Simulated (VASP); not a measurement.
# Cr (Im-3m) in VASP: single point with PBE

Aim: the single point of Cr with PBE.

All numbers are computed with VASP 6.6.1; they aren't measurements. Logs are shortened: lines on timing, memory, paths and dates and some standing lists are left out, and cuts for length are marked.

**1. The cell of the first run**

Symmetry: Im-3m, No. 229, cubic system. Conventional cell: a = 2.865 Å, b = 2.865 Å, c = 2.865 Å, α = 90.00°, β = 90.00°, γ = 90.00°. Cr (site symmetry m-3m) has 14 Cr at 2.48 to 2.87 Å within 3.3 Å.

**2. Single point, PBE, collinear spin, ferromagnetic start**

Input file INCAR:

```
SYSTEM = Cr
PREC     = Accurate       ! precision mode
ENCUT    = 500            ! plane-wave cutoff, eV
EDIFF    = 1E-6           ! SCF threshold, eV
ISMEAR   = -1             ! smearing method
SIGMA    = 0.0816         ! smearing width, eV
LREAL    = .FALSE.        ! projectors in reciprocal space
LASPH    = .TRUE.         ! aspherical terms in the spheres
NELM     = 200            ! most SCF steps
ALGO     = Normal         ! electronic algorithm
ISIF     = 2              ! what is computed and relaxed
LWAVE    = .FALSE.        ! write WAVECAR
LCHARG   = .TRUE.         ! write CHGCAR
ISPIN    = 2              ! spin polarisation
MAGMOM   = 2 2            ! initial moments
LORBIT   = 11             ! projections on sites
LMAXMIX  = 4              ! l up to which the mixer works
GGA      = PE             ! functional
LELF     = .TRUE.         ! ELF
LVHAR    = .TRUE.       
NBANDS   = 23             ! bands
GGA_COMPAT= .FALSE.
```

Input file KPOINTS:

```
Automatic mesh
0
G
  9 9 9
  0 0 0
```

Input file POSCAR:

```
Cr
1.0
    2.8653019163      0.0000000000      0.0000000000
    0.0000000000      2.8653019163      0.0000000000
    0.0000000000      0.0000000000      2.8653019163
Cr
2
Direct
    0.0000000000      0.0000000000      0.0000000000
    0.5000000000      0.5000000000      0.5000000000
```

Potentials or basis: VASP PAW PBE potentials, release 64 (Cr_pv).

On the command line:

```sh
$ cat potpaw_PBE.64/Cr_pv/POTCAR > POTCAR
$ mpirun -np 1 vasp_std > vasp.out
```

OUTCAR:

```text
SYSTEM = Cr
   PREC = Accurate
   ENCUT = 500
   EDIFF = 1E-6
   ISMEAR = -1
   LREAL = .FALSE.
   LASPH = .TRUE.
   NELM = 200
   ISIF = 2
   ISPIN = 2
   LORBIT = 11
   GGA = PE

 ion  position               nearest neighbor table
   1  0.000  0.000  0.000-   2 2.48   2 2.48   2 2.48   2 2.48   2 2.48   2 2.48   2 2.48   2 2.48

   2  0.500  0.500  0.500-   1 2.48   1 2.48   1 2.48   1 2.48   1 2.48   1 2.48   1 2.48   1 2.48

  LATTYP: Found a simple cubic cell.
 ALAT       =     2.8653019163

  Lattice vectors:

 A1 = (   2.8653019163,   0.0000000000,   0.0000000000)
 A2 = (   0.0000000000,   2.8653019163,   0.0000000000)
 A3 = (   0.0000000000,   0.0000000000,   2.8653019163)

Analysis of symmetry for initial positions (statically):
=====================================================================
 Subroutine PRICEL returns following result:

  LATTYP: Found a body centered cubic cell.
 ALAT       =     2.8653019163

  Lattice vectors:

 A1 = (   1.4326509581,   1.4326509582,  -1.4326509581)
 A2 = (  -1.4326509581,   1.4326509581,   1.4326509581)
 A3 = (   1.4326509581,  -1.4326509581,   1.4326509582)

   2 primitive cells build up your supercell.

 Routine SETGRP: Setting up the symmetry group for a
 simple cubic supercell.

 Subroutine GETGRP returns: Found 48 space group operations
 (whereof 48 operations were pure point group operations)
 out of a pool of 48 trial point group operations.

The static configuration has the point symmetry O_h .

Analysis of symmetry for dynamics (positions and initial velocities):
=====================================================================
 Subroutine PRICEL returns following result:

  LATTYP: Found a body centered cubic cell.
 ALAT       =     2.8653019163

  Lattice vectors:

 A1 = (   1.4326509581,   1.4326509582,  -1.4326509581)
 A2 = (  -1.4326509581,   1.4326509581,   1.4326509581)
 A3 = (   1.4326509581,  -1.4326509581,   1.4326509582)

   2 primitive cells build up your supercell.

 Routine SETGRP: Setting up the symmetry group for a
 simple cubic supercell.

 Subroutine GETGRP returns: Found 48 space group operations
 (whereof 48 operations were pure point group operations)
 out of a pool of 48 trial point group operations.

The dynamic configuration has the point symmetry O_h .

Analysis of structural, dynamic, and magnetic symmetry:
=====================================================================
 Subroutine PRICEL returns following result:

  LATTYP: Found a body centered cubic cell.
 ALAT       =     2.8653019163

  Lattice vectors:

 A1 = (   1.4326509581,   1.4326509582,  -1.4326509581)
 A2 = (  -1.4326509581,   1.4326509581,   1.4326509581)
 A3 = (   1.4326509581,  -1.4326509581,   1.4326509582)

   2 primitive cells build up your supercell.

 Routine SETGRP: Setting up the symmetry group for a
 simple cubic supercell.

 Subroutine GETGRP returns: Found 48 space group operations
 (whereof 48 operations were pure point group operations)
 out of a pool of 48 trial point group operations.

The overall configuration has the point symmetry O_h .

 Subroutine INISYM returns: Found 48 space group operations
 (whereof 48 operations are pure point group operations),
 and found     2 'primitive' translations

----------------------------------------------------------------------------------------

                                     Primitive cell

  volume of cell :      11.7620

  direct lattice vectors                    reciprocal lattice vectors
     1.432650958  1.432650958 -1.432650958     0.349003361  0.349003361  0.000000000
    -1.432650958  1.432650958  1.432650958    -0.000000000  0.349003361  0.349003361
     1.432650958 -1.432650958  1.432650958     0.349003361  0.000000000  0.349003361

  length of vectors
     2.481424249  2.481424249  2.481424249     0.493565287  0.493565287  0.493565287

  position of ions in fractional coordinates (direct lattice)
     0.000000000  0.000000000  0.000000000

  ion indices of the primitive-cell ions
   primitive index   ion index
                 1           1

----------------------------------------------------------------------------------------

 KPOINTS: Automatic mesh

Automatic generation of k-mesh.
 Grid dimensions read from file:
 generate k-points for:    9    9    9

 Generating k-lattice:

  Cartesian coordinates                     Fractional coordinates (reciprocal lattice)
     0.038778151  0.000000000  0.000000000     0.111111111  0.000000000  0.000000000
     0.000000000  0.038778151  0.000000000     0.000000000  0.111111111  0.000000000
     0.000000000  0.000000000  0.038778151     0.000000000  0.000000000  0.111111111

  Length of vectors
     0.038778151  0.038778151  0.038778151

  Shift w.r.t. Gamma in fractional coordinates (k-lattice)
     0.000000000  0.000000000  0.000000000

 Subroutine IBZKPT returns following result:
 ===========================================

 Found     35 irreducible k-points:

 Following reciprocal coordinates:
            Coordinates               Weight
  0.000000  0.000000  0.000000      1.000000
  0.111111  0.000000  0.000000      6.000000
  0.222222  0.000000  0.000000      6.000000
  0.333333  0.000000  0.000000      6.000000
  0.444444  0.000000  0.000000      6.000000
  0.111111  0.111111  0.000000     12.000000
[... 16 lines left out ...]
  0.333333  0.333333  0.111111     24.000000
  0.444444  0.333333  0.111111     48.000000
 [... further k-points ...]
   k-points           NKPTS =     35   k-points in BZ     NKDIM =     35   number of bands    NBANDS=     23
   number of dos      NEDOS =    301   number of ions     NIONS =      2
   total plane-waves  NPLWV =  13824
   dimension x,y,z NGX =    24 NGY =   24 NGZ =   24
   dimension x,y,z NGXF=    48 NGYF=   48 NGZF=   48
   ions per type =               2
   NGX,Y,Z   is equivalent  to a cutoff of  13.92, 13.92, 13.92 a.u.
   NGXF,Y,Z  is equivalent  to a cutoff of  27.85, 27.85, 27.85 a.u.
 SYSTEM =  Cr
   PREC   = accura    normal or accurate (medium, high low for compatibility)
   ISTART =      0    job   : 0-new  1-cont  2-samecut
   ICHARG =      2    charge: 1-file 2-atom 10-const
   ISPIN  =      2    spin polarized calculation?
   LNONCOLLINEAR =      F non collinear calculations
   LSORBIT =      F    spin-orbit coupling
   LASPH  =      T    aspherical Exc in radial PAW
   ENCUT  =  500.0 eV  36.75 Ry    6.06 a.u.   5.22  5.22  5.22*2*pi/ulx,y,z
   NELM   =    200;   NELMIN=  2; NELMDL= -5     # of ELM steps
   EDIFF  = 0.1E-05   stopping-criterion for ELM
   LREAL  =      F    real-space projection
   EDIFFG = 0.1E-04   stopping-criterion for IOM
   NSW    =      0    number of steps for IOM
   IBRION =     -1    ionic relax: 0-MD 1-quasi-New 2-CG
   NFREE  =      0    steps in history (QN), initial steepest desc. (CG)
   ISIF   =      2    stress and relaxation
   ISYM   =      2    0-nonsym 1-usesym 2-fastsym
   POTIM  = 0.5000    time-step for ionic-motion
   TEBEG  =    0.0;   TEEND  =   0.0 temperature during run
   PSTRESS=    0.0 pullay stress
   NELECT =      24.0000    total number of electrons
   NUPDOWN=      -1.0000    fix difference up-down
   EMIN   =  10.00;   EMAX   =-10.00  energy-range for DOS
   EFERMI =   0.00;   METHOD = LEGACY
   ISMEAR =    -1;   SIGMA  =   0.08  broadening in eV -4-tet -1-fermi 0-gaus
   EFERMI_NEDOS =   21; number of points for ismear=-14 and -15
   IALGO  =     38    algorithm
   IMIX   =      4    mixing-type and parameters
     AMIX     =   0.40;   BMIX     =  1.00
     AMIX_MAG =   1.60;   BMIX_MAG =  1.00
  volume/ion in A,a.u.               =      11.76        79.37
  Fermi-wavevector in a.u.,A,eV,Ry     =   1.648067  3.114395 36.955120  2.716125
  Thomas-Fermi vector in A             =   2.737419
   LORBIT       =     11    0 simple, 1 ext, 2 COOP (PROOUT), +10 PAW based schemes
   GGA     = PE    functional components
   LHFCALC =     F    Hartree Fock is set to
   AEXX    =    0.0000 exact exchange contribution
   IVDW    =     0    specifies the selected vdW correction
   LEPSILON=     F    determine dielectric tensor
   LRPA    =     F    only Hartree local field effects (RPA)
 spin polarized calculation
  energy-cutoff  :      500.00
  volume of cell :       23.52
 maximum number of plane-waves:       619
 NGX is ok and might be reduce to    24
   NGX = 11   NGY = 11   NGZ = 11

 number of electron      23.9999978 magnetization       0.0005534

 number of electron      23.9999978 magnetization      -0.0000432

 Free energy of the ion-electron system (eV)
  ---------------------------------------------------
  ext. energy  EPLUGINS =         0.00000000
  ---------------------------------------------------
  free energy    TOTEN  =       -19.03488399 eV

  energy without entropy =      -18.99501347  energy(sigma->0) =      -19.01494873

 E-fermi :  10.7252     XC(G=0): -13.5678

 val. band max:       10.6906597027   @ k =   0.3333   0.1111   0.0000
 cond. band min:      10.7404685936   @ k =   0.4444   0.1111   0.0000
 fundamental gap:      0.0498088910
 Fermi energy:        10.7251784024

 spin component 1

 k-point     1 :       0.0000    0.0000    0.0000
  band No.  band energies     occupation
      1     -32.6201      1.00000
      2     -32.6201      1.00000
      3     -32.6201      1.00000
      4     -32.0247      1.00000
      5     -32.0247      1.00000
      6     -32.0247      1.00000
[... 15 lines left out ...]
     22      21.1632      0.00000
     23      27.8222      0.00000

 k-point     2 :       0.1111    0.0000    0.0000
  band No.  band energies     occupation
      1     -32.6206      1.00000
      2     -32.6010      1.00000
      3     -32.6010      1.00000
      4     -32.0622      1.00000
      5     -32.0415      1.00000
      6     -32.0415      1.00000
[... 15 lines left out ...]
     22      21.7625      0.00000
     23      27.8392      0.00000
[... 544 lines left out ...]
     22      24.3091      0.00000
     23      25.1962      0.00000

 k-point    24 :       0.4444    0.3333    0.1111
  band No.  band energies     occupation
      1     -32.8128      1.00000
      2     -32.7730      1.00000
      3     -32.3601      1.00000
      4     -32.2915      1.00000
      5     -32.1022      1.00000
      6     -32.0656      1.00000
[... 15 lines left out ...]
     22      22.4774      0.00000
     23      26.2370      0.00000

 [... further k-points ...]

 spin component 2

 k-point     1 :       0.0000    0.0000    0.0000
  band No.  band energies     occupation
      1     -32.6201      1.00000
      2     -32.6201      1.00000
      3     -32.6201      1.00000
      4     -32.0247      1.00000
      5     -32.0247      1.00000
      6     -32.0247      1.00000
[... 15 lines left out ...]
     22      21.1631      0.00000
     23      27.8222      0.00000

 k-point     2 :       0.1111    0.0000    0.0000
  band No.  band energies     occupation
      1     -32.6206      1.00000
      2     -32.6011      1.00000
      3     -32.6011      1.00000
      4     -32.0622      1.00000
      5     -32.0416      1.00000
      6     -32.0416      1.00000
[... 15 lines left out ...]
     22      21.7624      0.00000
     23      27.8392      0.00000
[... 544 lines left out ...]
     22      24.3090      0.00000
     23      25.1962      0.00000

 k-point    24 :       0.4444    0.3333    0.1111
  band No.  band energies     occupation
      1     -32.8128      1.00000
      2     -32.7730      1.00000
      3     -32.3601      1.00000
      4     -32.2915      1.00000
      5     -32.1022      1.00000
      6     -32.0656      1.00000
[... 15 lines left out ...]
     22      22.4774      0.00000
     23      26.2370      0.00000

 [... further k-points ...]
[... 5 lines left out ...]
  --------------------------------------------------------------------------------------
  -------------------------------------------------------------------------------------
  Total       -0.7372608     -0.7372608     -0.7372608     -0.0000000     -0.0000000      0.0000000
  in kB      -50.2135095    -50.2135095    -50.2135095     -0.0000000     -0.0000000      0.0000000
  external PRESSURE =     -50.2135095 kB  Pullay stress =       0.0000000 kB

 VOLUME and BASIS-vectors are now :
 -----------------------------------------------------------------------------
  energy-cutoff  :      500.00
  volume of cell :       23.52
      direct lattice vectors                 reciprocal lattice vectors
     2.865301916  0.000000000  0.000000000     0.349003361  0.000000000  0.000000000
     0.000000000  2.865301916  0.000000000     0.000000000  0.349003361  0.000000000
     0.000000000  0.000000000  2.865301916     0.000000000  0.000000000  0.349003361

 POSITION                                       TOTAL-FORCE (eV/Angst)
 -----------------------------------------------------------------------------------
      0.00000      0.00000      0.00000         0.000000      0.000000      0.000000
      1.43265      1.43265      1.43265        -0.000000     -0.000000     -0.000000
 -----------------------------------------------------------------------------------
    total drift:                                0.000000      0.000000     -0.000000

  FREE ENERGIE OF THE ION-ELECTRON SYSTEM (eV)
  ---------------------------------------------------
  free  energy   TOTEN  =       -19.0348839857 eV

  energy  without entropy=      -18.9950134705  energy(sigma->0) =      -19.01494873

 total charge

# of ion       s       p       d       tot
------------------------------------------
    1        0.434   6.393   4.193  11.020
    2        0.434   6.393   4.193  11.020
--------------------------------------------------
tot          0.867  12.786   8.387  22.040

 magnetization (x)

# of ion       s       p       d       tot
------------------------------------------
    1       -0.000  -0.000  -0.000  -0.000
    2       -0.000  -0.000  -0.000  -0.000
--------------------------------------------------
tot         -0.000  -0.000  -0.000  -0.000
```

Run time: 21 s. Hardware: 1 thread of Intel Xeon Platinum 8375C at 2.90GHz (Ice Lake), shared host; peak memory 0.16 GiB.

What came out:

```yaml
Free_energy: -19.0349 eV
Pressure: -5.0 GPa
Band_gap_on_the_k_mesh: zero (filled and empty bands overlap)
Net_moment: 0.00 μB per cell
Valence_electrons_inside_the_program's_atomic_spheres: Cr 11.02
```

Levels at points of the mesh, in eV from the Fermi level:
Spin up:
| k point | band 8 | band 9 | band 10 | band 11 | band 12 | band 13 | band 14 | band 15 | band 16 | band 17 |
| --- | --- | --- | --- | --- | --- | --- | --- | --- | --- | --- |
| (0.00, 0.00, 0.00) | -4.20 | -4.20 | -0.89 | -0.89 | -0.89 | 1.12 | 1.12 | 2.38 | 2.38 | 2.38 |
Spin down:
| k point | band 10 | band 11 | band 12 | band 13 | band 14 | band 15 |
| --- | --- | --- | --- | --- | --- | --- |
| (0.00, 0.00, 0.00) | -0.89 | -0.89 | -0.89 | 1.12 | 1.12 | 2.38 |

Caveat: the starting moments collapsed, and a magnetic state may lie lower.
